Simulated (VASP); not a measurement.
Here is a VASP 6.6.1 calculation.

The input INCAR:

```
SYSTEM = Ti
PREC = Accurate
ENCUT = 520
EDIFF = 1E-7
ISMEAR = -1
SIGMA = 0.1
LREAL = .FALSE.
LASPH = .TRUE.
NELM = 100
ALGO = Normal
ISIF = 2
LWAVE = .FALSE.
LCHARG = .TRUE.
GGA = RP
LELF = .TRUE.
LVHAR = .TRUE.
NBANDS = 12
```

Contents of KPOINTS:

```
regular mesh
0
G
  13 13 13
  0 0 0
```

Contents of POSCAR:

```
Ti
1.0
    2.7473229523      0.0000000000      0.0000000000
    0.0000000000      2.7473229523      0.0000000000
    0.0000000000      0.0000000000      2.7473229523
Ti
1
Direct
    0.0000000000      0.0000000000      0.0000000000
```

Potentials or basis: VASP PAW PBE potentials, release 64 (Ti_sv).

Run with:

```console
$ cat potpaw_PBE.64/Ti_sv/POTCAR > POTCAR
$ mpirun -np 1 vasp_std > vasp.out
```

(1) Estimate the band gap on the k mesh.

(2) Predict the pressure.

Results:

(1) zero (band 6 reaches 7.04 eV, above the bottom of band 7 at 5.44 eV).

(2) -5.1 GPa.

Caveat: the PAW data sets were made with another functional, which shifts forces and pressure a little.
